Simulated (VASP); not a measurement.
Zn2SiN3: single point with PBE

Crystal: Zn2SiN3.

```xyz
6
Lattice="4.5846 0.0000 0.0000 -2.2923 3.9704 0.0000 0.0000 0.0000 4.7876" Properties=species:S:1:pos:R:3 pbc="T T T"
Zn    0.0000    0.0000    1.0937
Zn    0.0000    0.0000    3.6938
Si    2.2923    1.3235    2.3938
N     2.2923    1.3235    3.9888
N     2.2923    1.3235    0.7988
N     0.0000    2.6469    0.0000
```

| Quantity | Value |
| --- | --- |
| Program | VASP 6.6.1 |
| Task | single point |
| Functional | PBE |
| Potentials or basis | VASP PAW PBE potentials, release 64 (Zn, Si, N) |
| Cutoff | 520 eV |
| k mesh | 6 × 6 × 4 |
| Occupations | gaussian, width 0.1 eV |
| Spin | collinear spin, ferromagnetic start |
| Starting moments | [0.0, 0.0, 0.0, 1.0, 1.0, 1.0] μB |

```
Pressure                                              : 3.7 GPa
Largest force                                         : 5.949 eV/Å
Net moment                                            : 2.39 μB per cell
Site moments                                          : Zn -0.00; Si +0.01; N +0.10, +1.49 μB
Valence electrons inside the program's atomic spheres : Zn 10.71; Si 1.66; N 3.66, 3.33
```

Forces in eV/Å, atoms in the order of the input:
```
Zn   0.000  0.000  2.096
Zn   0.000  0.000 -2.096
Si   0.000  0.000  0.000
N    0.000  0.000  5.949
N    0.000  0.000 -5.949
N    0.000  0.000  0.000
```

Stress tensor (GPa, compression positive):
```
-2.24  0.00  0.00
 0.00 -2.24  0.00
 0.00  0.00 15.63
```

Levels at points of the mesh, in eV from the Fermi level:
Spin up:
```tsv
k point	band 20	band 21	band 22	band 23	band 24	band 25	band 26	band 27
(0.00, 0.00, 0.00)	-2.62	-1.43	-1.43	0.05	2.81	2.81	3.07	3.60
(0.50, 0.00, 0.00)	-1.69	-1.66	-1.26	0.46	0.71	2.06	3.08	4.12
(0.00, 0.00, 0.50)	-2.36	-2.36	-2.34	-2.30	0.39	3.89	3.89	5.06
(0.50, 0.00, 0.50)	-2.54	-1.78	-1.56	0.05	0.17	3.18	3.91	5.53
```
Spin down:
| k point | band 17 | band 18 | band 19 | band 20 | band 21 | band 22 | band 23 | band 24 |
| --- | --- | --- | --- | --- | --- | --- | --- | --- |
| (0.00, 0.00, 0.00) | -3.91 | -1.22 | -1.22 | -0.42 | -0.42 | -0.03 | 0.02 | 3.00 |
| (0.50, 0.00, 0.00) | -2.19 | -2.17 | -1.46 | -1.05 | 0.65 | 0.75 | 0.95 | 1.97 |
| (0.00, 0.00, 0.50) | -4.07 | -2.77 | -2.77 | -2.21 | -0.33 | 0.01 | 0.01 | 1.44 |
| (0.50, 0.00, 0.50) | -4.62 | -3.21 | -2.26 | -1.48 | -0.32 | 0.86 | 1.00 | 1.72 |

Wall time 110 s on 1 thread of Intel(R) Xeon(R) Platinum 8375C CPU @ 2.90GHz (Ice Lake), with other jobs on the host, peak memory 0.28 GiB.

Caveat: forces of over 1 eV/Å act on the atoms, so gaps and moduli don't describe the material at rest.
